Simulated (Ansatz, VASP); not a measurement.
MgO in VASP and in Ansatz

The input POSCAR:

```
MgO
1.0
    2.6233491278      0.0000000000      0.0000000000
    0.0000000000      2.6233491278      0.0000000000
    0.0000000000      0.0000000000      2.6233491278
Mg O
1 1
Direct
    0.0000000000      0.0000000000      0.0000000000
    0.5000000000      0.5000000000      0.5000000000
```

INCAR.step1

```
  PREC = Accurate
  ENCUT = 520
  EDIFF = 1E-5
  ISMEAR = 0
  SIGMA = 0.01
  LREAL = F
  LASPH = T
  NELM = 60
  ALGO = Normal
  ISIF = 2
  LWAVE = T
  LCHARG = F
  GGA = PE
  NBANDS = 11
```

File INCAR.step2:

```
  PREC = Accurate
  ENCUT = 520
  EDIFF = 1E-6
  ISMEAR = 0
  SIGMA = 0.01
  LREAL = F
  LASPH = T
  NELM = 60
  ALGO = Normal
  ISIF = 2
  LWAVE = F
  LCHARG = F
  GGA = PE
  LHFCALC = T
  AEXX = 0.3
  HFSCREEN = 0.5
  PRECFOCK = Normal
  ISTART = 1
  NBANDS = 11
```

File KPOINTS:

```
regular mesh
0
Gamma
  4 4 4
```

Input for Ansatz:

```yaml
crystal:
  lattice:
    - [2.6233491278, 0.0, 0.0]
    - [0.0, 2.6233491278, 0.0]
    - [0.0, 0.0, 2.6233491278]
  atoms:
    - { symbol: Mg, position: [0.0, 0.0, 0.0] }
    - { symbol: O, position: [0.5, 0.5, 0.5] }
kpoints:
  mp_grid: { grid: [4, 4, 4] }
hamiltonian:
  xc: { exchange: pbe, correlation: pbe, exx: { coeff: 0.3, omega: 0.5 } }
scf:
  occupations: { method: fixed }
  n_extra_bands: 4
output:
  forces: true
  stress: true
  eigenvalues: true
```

Alike in both runs: task single point; functional PBE-based screened hybrid with a share of 0.3 of exact exchange and HFSCREEN = 0.5; k mesh 4 × 4 × 4; no spin polarisation.

|  | VASP | Ansatz |
| --- | --- | --- |
| version | VASP 6.6.1 | Ansatz 0.2.0 |
| potentials or method | VASP PAW PBE potentials, release 64 (Mg, O) | plane waves |
| plane-wave cutoff (eV) | 520 | 420 |
| occupations | gaussian, width 0.01 eV | fixed |
| valence electrons in the cell | 8 | 16 |

Ansatz gave:

- gap on the k mesh at the Fermi level (eV): 3.73
- pressure (GPa): -0.8

Question: What did VASP give for the same quantities?

Answer: gap on the k mesh at the Fermi level (eV): 3.67; pressure (GPa): -1.2.

VASP's potentials were made for PBE, not for PBE-based screened hybrid. VASP's potentials hold 8 valence electrons a cell and Ansatz's 16, so a difference there can come from the potentials and not from the codes. Ansatz's warnings: stress exchange threshold loose, stress scf threshold loose.

The k mesh is coarse, so the values compare programs but aren't converged.
